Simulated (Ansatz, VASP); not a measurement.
# One calculation of Be2ZnTe4S, two programs

```
Be Zn Te S
1.0
     3.90000    0.00000    0.00000
     0.00000    3.90000    0.00000
     0.00000    0.00000   11.94000
Be Zn Te S
2 1 4 1
Direct
  0.50000 0.50000 0.17000
  0.00000 0.00000 0.40800
  0.00000 0.00000 0.00000
  0.50000 0.00000 0.28900
  0.00000 0.50000 0.52800
  0.50000 0.00000 0.85600
  0.50000 0.50000 0.69200
  0.00000 0.50000 0.10400
```

Alike in both runs: task relaxation of cell and atoms; functional PBE; k mesh 4 × 4 × 2; occupations gaussian, width 0.2 eV; no spin polarisation.

|  | VASP | Ansatz |
| --- | --- | --- |
| version | VASP 6.6.1 | Ansatz 0.2.0 |
| potentials or method | VASP PAW PBE potentials, release 64 (Be, Zn, Te, S), cutoff 600 eV | scalar-relativistic, plane waves, PAW |
| valence electrons in the cell | 46 | 86 |

Ansatz gave:

| Property | Result |
| --- | --- |
| gap on the k mesh at the Fermi level, each at its own relaxed structure (eV) | none |
| relaxed volume (Å³/atom) | 25.44 |
| relaxed cell length with the largest relative difference (Å) | 13.720 |

Problem. Which values does VASP return?

Solution. gap on the k mesh at the Fermi level, each at its own relaxed structure (eV): none; relaxed volume (Å³/atom): 25.53; relaxed cell length with the largest relative difference (Å): 13.783.

A gap of «none» marks a metal or a gap that the smearing closes. VASP's potentials hold 46 valence electrons a cell and Ansatz's 86, so a difference there can come from the potentials and not from the codes.

The k mesh is coarse, so the values compare programs but aren't converged. Spin-orbit coupling is off throughout.
